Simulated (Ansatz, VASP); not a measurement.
One calculation of Cl, two programs

Contents of INCAR:

```
SYSTEM = Cl
PREC = Accurate ; ENCUT = 520
EDIFF = 1E-6 ; ISMEAR = -1
SIGMA = 0.08 ; LREAL = .False.
LASPH = .True. ; NELM = 100
ALGO = Normal ; ISIF = 2
LWAVE = .False. ; LCHARG = .False.
GGA = PS ; NBANDS = 10
```

File KPOINTS:

```
regular mesh
0
Gamma
  15 15 15
  0 0 0
```

File POSCAR:

```
Cl
1.0
   -1.5556038388      1.5556038388      1.5556038388
    1.5556038388     -1.5556038388      1.5556038388
    1.5556038388      1.5556038388     -1.5556038388
Cl
1
Direct
    0.0000000000      0.0000000000      0.0000000000
```

Input for Ansatz:

```yaml
crystal:
  lattice:
    - [-1.5556038388, 1.5556038388, 1.5556038388]
    - [1.5556038388, -1.5556038388, 1.5556038388]
    - [1.5556038388, 1.5556038388, -1.5556038388]
  atoms:
    - { symbol: Cl, position: [0.0, 0.0, 0.0] }
kpoints:
  mp_grid: { grid: [15, 15, 15] }
  band_path:
    path:
      - [0.0, 0.0, 0.0]
      - [0.5, -0.5, 0.5]
      - [0.0, 0.0, 0.5]
      - [0.0, 0.0, 0.0]
      - [0.25, 0.25, 0.25]
      - [0.5, -0.5, 0.5]
      - [0.25, 0.25, 0.25]
      - [0.0, 0.0, 0.5]
    npoints: 8
scf:
  occupations: { method: fermi_dirac, width: 0.08 }
hamiltonian:
  xc: pbesol
  pseudopotentials: { kind: all_electron, lapw: { basis_error: 0.001 } }
output:
  forces: true
  stress: true
  eigenvalues: true
  populations: true
  dos: { projected: true, de: 0.2, e_range: [-14, 8] }
```

Change from the starting cell: volume scaled by 0.78, LAPW.

Alike in both runs: task single point; functional PBEsol; k mesh 15 × 15 × 15; occupations fermi-dirac, width 0.08 eV; no spin polarisation.

```csv
,VASP,Ansatz
version,VASP 6.6.1,Ansatz 0.2.0
potentials or method,"VASP PAW PBE potentials, release 64 (Cl), cutoff 520 eV","all-electron LAPW, scalar-relativistic"
```

Ansatz gave:

| Quantity | Value |
| --- | --- |
| pressure (GPa) | 20.7 |

Q: Estimate VASP's values.

A: Pressure (GPa): 20.6.

VASP's potentials were made for PBE, not for PBEsol. Ansatz ran all-electron here, and VASP with PAW potentials.
